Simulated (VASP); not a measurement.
# P in VASP: notebook

The runs below take P through single point, with PBEsol.

Everything below comes from runs of VASP 6.6.1. Logs are shortened: lines on timing, memory, paths and dates and some standing lists are left out, and cuts for length are marked.

## (1) The cell of the first run

The cell holds a slab with vacuum, 4 atoms: a = 3.284 Å, b = 34.857 Å, c = 4.632 Å, α = 90.00°, β = 90.00°, γ = 90.00°.

## (2) Single point, PBEsol (atom 1 (P) moved +0.300 Å towards its neighbour atom 4 (P) at 2.199 Å)

The input, INCAR:

```
SYSTEM = P
ALGO = Normal ; EDIFF = 1E-6
ENCUT = 520 ; GGA = PS
ISIF = 2 ; ISMEAR = 0
LASPH = .TRUE. ; LCHARG = .TRUE.
LELF = .TRUE. ; LREAL = .FALSE.
LVHAR = .TRUE. ; LWAVE = .FALSE.
NBANDS = 18 ; NELM = 60
PREC = Accurate ; SIGMA = 0.05
```

The input, KPOINTS:

```
k-points
0
G
  8 1 6
  0 0 0
```

The input, POSCAR:

```
P
1.0
    3.2837277200      0.0000000000      0.0000000000
    0.0000000000     34.8570309900      0.0000000000
    0.0000000000      0.0000000000      4.6320847100
P
4
Direct
   -0.0682229727      0.9702614300      0.6352265085
    0.0000000000      0.0297385700      0.4078492800
    0.5000000000      0.0297385700      0.0921507200
    0.5000000000      0.9702614300      0.9078492800
```

Potentials or basis: VASP PAW PBE potentials, release 64 (P).

Run with:

```console
$ cat potpaw_PBE.64/P/POTCAR > POTCAR
$ mpirun -np 1 vasp_std > vasp.out
```

OUTCAR:

```text
SYSTEM = P
   EDIFF = 1E-6
   ENCUT = 520
   GGA = PS
   ISIF = 2
   ISMEAR = 0
   LASPH = .TRUE.
   LREAL = .FALSE.
   NELM = 60
   PREC = Accurate

 ion  position               nearest neighbor table
   1  0.932  0.970  0.635-   4 1.90   4 2.25   2 2.34
   2  0.000  0.030  0.408-   3 2.20   3 2.20   1 2.34
   3  0.500  0.030  0.092-   2 2.20   2 2.20   4 2.24
   4  0.500  0.970  0.908-   1 1.90   3 2.24   1 2.25

  LATTYP: Found a simple orthorhombic cell.
 ALAT       =     3.2837277200
 B/A-ratio  =     1.4106177811
 C/A-ratio  =    10.6150795566

  Lattice vectors:

 A1 = (  -3.2837277200,   0.0000000000,   0.0000000000)
 A2 = (   0.0000000000,   0.0000000000,   4.6320847100)
 A3 = (   0.0000000000,  34.8570309900,   0.0000000000)

Analysis of symmetry for initial positions (statically):
=====================================================================
 Subroutine PRICEL returns:
 Original cell was already a primitive cell.

 Routine SETGRP: Setting up the symmetry group for a
 simple orthorhombic supercell.

 Subroutine GETGRP returns: Found  1 space group operations
 (whereof  1 operations were pure point group operations)
 out of a pool of  8 trial point group operations.

The static configuration has the point symmetry C_1 .

Analysis of symmetry for dynamics (positions and initial velocities):
=====================================================================
 Subroutine PRICEL returns:
 Original cell was already a primitive cell.

 Routine SETGRP: Setting up the symmetry group for a
 simple orthorhombic supercell.

 Subroutine GETGRP returns: Found  1 space group operations
 (whereof  1 operations were pure point group operations)
 out of a pool of  8 trial point group operations.

The dynamic configuration has the point symmetry C_1 .

 Subroutine INISYM returns: Found  1 space group operations
 (whereof  1 operations are pure point group operations),
 and found     1 'primitive' translations

----------------------------------------------------------------------------------------

                                     Primitive cell

  volume of cell :     530.1930

  direct lattice vectors                    reciprocal lattice vectors
     3.283727720  0.000000000  0.000000000     0.304531948  0.000000000  0.000000000
     0.000000000 34.857030990  0.000000000     0.000000000  0.028688617  0.000000000
     0.000000000  0.000000000  4.632084710     0.000000000  0.000000000  0.215885516

  length of vectors
     3.283727720 34.857030990  4.632084710     0.304531948  0.028688617  0.215885516

  position of ions in fractional coordinates (direct lattice)
     0.931777027  0.970261430  0.635226508
     0.000000000  0.029738570  0.407849280
     0.500000000  0.029738570  0.092150720
     0.500000000  0.970261430  0.907849280

  ion indices of the primitive-cell ions
   primitive index   ion index
                 1           1
                 2           2
                 3           3
                 4           4

----------------------------------------------------------------------------------------

 KPOINTS: k-points

Automatic generation of k-mesh.
 Grid dimensions read from file:
 generate k-points for:    8    1    6

 Generating k-lattice:

  Cartesian coordinates                     Fractional coordinates (reciprocal lattice)
     0.038066494  0.000000000  0.000000000     0.125000000  0.000000000  0.000000000
     0.000000000  0.028688617  0.000000000     0.000000000  1.000000000  0.000000000
     0.000000000  0.000000000  0.035980919     0.000000000  0.000000000  0.166666667

  Length of vectors
     0.038066494  0.028688617  0.035980919

  Shift w.r.t. Gamma in fractional coordinates (k-lattice)
     0.000000000  0.000000000  0.000000000

 Subroutine IBZKPT returns following result:
 ===========================================

 Found     26 irreducible k-points:

 Following reciprocal coordinates:
            Coordinates               Weight
  0.000000  0.000000  0.000000      1.000000
  0.125000  0.000000  0.000000      2.000000
  0.250000  0.000000  0.000000      2.000000
  0.375000  0.000000  0.000000      2.000000
  0.500000  0.000000  0.000000      1.000000
  0.000000  0.000000  0.166667      2.000000
[... 16 lines left out ...]
  0.125000  0.000000  0.500000      2.000000
  0.250000  0.000000  0.500000      2.000000
 [... further k-points ...]
   k-points           NKPTS =     26   k-points in BZ     NKDIM =     26   number of bands    NBANDS=     18
   number of dos      NEDOS =    301   number of ions     NIONS =      4
   total plane-waves  NPLWV = 233280
   dimension x,y,z NGX =    24 NGY =  270 NGZ =   36
   dimension x,y,z NGXF=    48 NGYF=  540 NGZF=   72
   ions per type =               4
   NGX,Y,Z   is equivalent  to a cutoff of  12.15, 12.88, 12.92 a.u.
   NGXF,Y,Z  is equivalent  to a cutoff of  24.30, 25.75, 25.84 a.u.
 SYSTEM =  P
   PREC   = accura    normal or accurate (medium, high low for compatibility)
   ISTART =      0    job   : 0-new  1-cont  2-samecut
   ICHARG =      2    charge: 1-file 2-atom 10-const
   ISPIN  =      1    spin polarized calculation?
   LNONCOLLINEAR =      F non collinear calculations
   LSORBIT =      F    spin-orbit coupling
   LASPH  =      T    aspherical Exc in radial PAW
   ENCUT  =  520.0 eV  38.22 Ry    6.18 a.u.   6.11 64.81  8.61*2*pi/ulx,y,z
   NELM   =     60;   NELMIN=  2; NELMDL= -5     # of ELM steps
   EDIFF  = 0.1E-05   stopping-criterion for ELM
   LREAL  =      F    real-space projection
   EDIFFG = 0.1E-04   stopping-criterion for IOM
   NSW    =      0    number of steps for IOM
   IBRION =     -1    ionic relax: 0-MD 1-quasi-New 2-CG
   NFREE  =      0    steps in history (QN), initial steepest desc. (CG)
   ISIF   =      2    stress and relaxation
   ISYM   =      2    0-nonsym 1-usesym 2-fastsym
   POTIM  = 0.5000    time-step for ionic-motion
   TEBEG  =    0.0;   TEEND  =   0.0 temperature during run
   PSTRESS=    0.0 pullay stress
   NELECT =      20.0000    total number of electrons
   NUPDOWN=      -1.0000    fix difference up-down
   EMIN   =  10.00;   EMAX   =-10.00  energy-range for DOS
   EFERMI =   0.00;   METHOD = LEGACY
   ISMEAR =     0;   SIGMA  =   0.05  broadening in eV -4-tet -1-fermi 0-gaus
   EFERMI_NEDOS =   21; number of points for ismear=-14 and -15
   IALGO  =     38    algorithm
   IMIX   =      4    mixing-type and parameters
     AMIX     =   0.40;   BMIX     =  1.00
     AMIX_MAG =   1.60;   BMIX_MAG =  1.00
  volume/ion in A,a.u.               =     132.55       894.48
  Fermi-wavevector in a.u.,A,eV,Ry     =   0.549044  1.037542  4.101461  0.301449
  Thomas-Fermi vector in A             =   1.580001
   LORBIT       =      0    0 simple, 1 ext, 2 COOP (PROOUT), +10 PAW based schemes
   GGA     = PS    functional components
   LHFCALC =     F    Hartree Fock is set to
   AEXX    =    0.0000 exact exchange contribution
   IVDW    =     0    specifies the selected vdW correction
   LEPSILON=     F    determine dielectric tensor
   LRPA    =     F    only Hartree local field effects (RPA)
 non-spin polarized calculation
 Gauss-broadening in eV      SIGMA  =   0.05
  energy-cutoff  :      520.00
  volume of cell :      530.19
 maximum number of plane-waves:     14344
   NGX = 13   NGY =129   NGZ = 17

 number of electron      20.0000001 magnetization

 Free energy of the ion-electron system (eV)
  ---------------------------------------------------
  ext. energy  EPLUGINS =         0.00000000
  ---------------------------------------------------
  free energy    TOTEN  =       -21.94207887 eV

  energy without entropy =      -21.94207887  energy(sigma->0) =      -21.94207887

 E-fermi :  -3.0523     XC(G=0):  -1.7652

 val. band max:       -3.2531433333   @ k =   0.1250   0.0000   0.0000
 cond. band min:      -2.8514721090   @ k =   0.0000   0.0000   0.1667
 fundamental gap:      0.4016712243
 Fermi energy:        -3.0522974347

 k-point     1 :       0.0000    0.0000    0.0000
  band No.  band energies     occupation
      1     -18.9281      2.00000
      2     -16.5547      2.00000
      3     -12.3975      2.00000
      4      -9.4649      2.00000
      5      -8.2339      2.00000
      6      -7.8004      2.00000
[... 10 lines left out ...]
     17       1.5993      0.00000
     18       1.7332      0.00000

 k-point     2 :       0.1250    0.0000    0.0000
  band No.  band energies     occupation
      1     -18.7428      2.00000
      2     -16.3661      2.00000
      3     -12.4769      2.00000
      4      -9.3616      2.00000
      5      -8.5638      2.00000
      6      -8.1106      2.00000
[... 10 lines left out ...]
     17       1.8155      0.00000
     18       1.8971      0.00000

 k-point     3 :       0.2500    0.0000    0.0000
  band No.  band energies     occupation
      1     -18.1970      2.00000
      2     -15.8138      2.00000
      3     -13.0203      2.00000
      4     -10.0573      2.00000
      5      -9.1077      2.00000
      6      -8.8161      2.00000
[... 10 lines left out ...]
     17       2.0739      0.00000
     18       2.2253      0.00000

 k-point     4 :       0.3750    0.0000    0.0000
  band No.  band energies     occupation
      1     -17.3429      2.00000
      2     -15.0526      2.00000
      3     -14.0909      2.00000
      4     -11.6873      2.00000
      5      -9.1667      2.00000
      6      -8.4486      2.00000
[... 375 lines left out ...]
      4     -11.4970      2.00000
      5      -7.1945      2.00000
      6      -6.7681      2.00000
[... 10 lines left out ...]
     17       2.1493      0.00000
     18       2.5198      0.00000

 k-point    23 :       0.1250    0.0000    0.5000
  band No.  band energies     occupation
      1     -18.1326      2.00000
      2     -17.1499      2.00000
      3     -12.0512      2.00000
      4     -11.4326      2.00000
      5      -8.3107      2.00000
      6      -7.4246      2.00000
[... 10 lines left out ...]
     17       2.3938      0.00000
     18       2.7412      0.00000

 k-point    24 :       0.2500    0.0000    0.5000
  band No.  band energies     occupation
      1     -17.6145      2.00000
      2     -16.6059      2.00000
      3     -12.1760      2.00000
      4     -11.5734      2.00000
      5      -9.5548      2.00000
      6      -8.9987      2.00000
[... 10 lines left out ...]
     17       2.5334      0.00000
     18       3.1204      0.00000

 [... further k-points ...]

------------------------ aborting loop because EDIFF is reached ----------------------------------------

  FORCE on cell =-STRESS in cart. coord.  units (eV):
  Direction    XX          YY          ZZ          XY          YZ          ZX
  --------------------------------------------------------------------------------------
  -------------------------------------------------------------------------------------
  Total        3.8434435     -0.4789695      4.6229772     -1.0360050      1.2410440     -5.5784544
  in kB       11.6144076     -1.4473862     13.9700613     -3.1306781      3.7502802    -16.8573942
  external PRESSURE =       8.0456943 kB  Pullay stress =       0.0000000 kB

 VOLUME and BASIS-vectors are now :
 -----------------------------------------------------------------------------
  energy-cutoff  :      520.00
  volume of cell :      530.19
      direct lattice vectors                 reciprocal lattice vectors
     3.283727720  0.000000000  0.000000000     0.304531948  0.000000000  0.000000000
     0.000000000 34.857030990  0.000000000     0.000000000  0.028688617  0.000000000
     0.000000000  0.000000000  4.632084710     0.000000000  0.000000000  0.215885516

 POSITION                                       TOTAL-FORCE (eV/Angst)
 -----------------------------------------------------------------------------------
      3.05970     33.82043      2.94242         4.778008      0.058883     -4.747154
      0.00000      1.03660      1.88919        -0.271013     -0.124077      0.414791
      1.64186      1.03660      0.42685        -0.228776     -0.099855      0.183892
      1.64186     33.82043      4.20523        -4.278218      0.165049      4.148471
 -----------------------------------------------------------------------------------
    total drift:                               -0.000047     -0.000030      0.000071

  FREE ENERGIE OF THE ION-ELECTRON SYSTEM (eV)
  ---------------------------------------------------
  free  energy   TOTEN  =       -21.9420788703 eV

  energy  without entropy=      -21.9420788701  energy(sigma->0) =      -21.94207887
```

Wall time 3 min (1 thread of Intel Xeon 6975P-C (Granite Rapids), shared host); peak memory 0.6 GiB.

Results:

```
Free energy            : -21.9421 eV
Largest force          : 6.736 eV/Å
Band gap on the k mesh : 0.40 eV (least direct gap 0.70 eV)
```

Forces on the atoms (eV/Å):
```
P    4.778  0.059 -4.747
P   -0.271 -0.124  0.415
P   -0.229 -0.100  0.184
P   -4.278  0.165  4.148
```

Caveat: the cell differs from its parent crystal (atom 1 (P) moved +0.300 Å towards its neighbour atom 4 (P) at 2.199 Å); the PAW data sets were made with another functional, which shifts forces and pressure a little.

[end of part 1 of 2]
